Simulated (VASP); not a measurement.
The system is Re.

```
Re
1.0
     0.00000    1.97500    1.97500
     1.97500    0.00000    1.97500
     1.97500    1.97500    0.00000
Re
1
Direct
  0.00000 0.00000 0.00000
```

```yaml
Program: VASP 6.6.1
Task: relaxation of cell and atoms
Functional: LDA
Potentials_or_basis: VASP PAW LDA potentials, release 64 (Re)
Cutoff: 600 eV
k_mesh: 12 × 12 × 12
Occupations: fermi-dirac, width 0.05 eV
Spin: no spin polarisation
```

At the start: pressure -22.9 GPa; volume 15.41 Å³/atom.

Question: How do energy, volume and symmetry change on relaxing?

Answer: Over 5 steps the energy falls by 73.1 meV/atom and the volume is 14.44 Å³/atom (-6.2 %); space group Fm-3m (No. 225, to 0.05 Å).

Step by step:
```tsv
step	energy change (eV)	largest force (eV/Å)	pressure (GPa)	volume (Å³)
1	0.0000	0.0000	-22.95	15.41
2	1.6463	0.0000	201.65	10.99
3	-0.0717	0.0000	-3.54	14.57
4	-0.0729	0.0000	-1.10	14.48
5	-0.0731	0.0000	0.01	14.44
```

Final structure:
```xyz
1
Lattice="0.0000 1.9330 1.9330 1.9330 0.0000 1.9330 1.9330 1.9330 0.0000" Properties=species:S:1:pos:R:3 pbc="T T T"
Re    0.0000    0.0000    0.0000
```
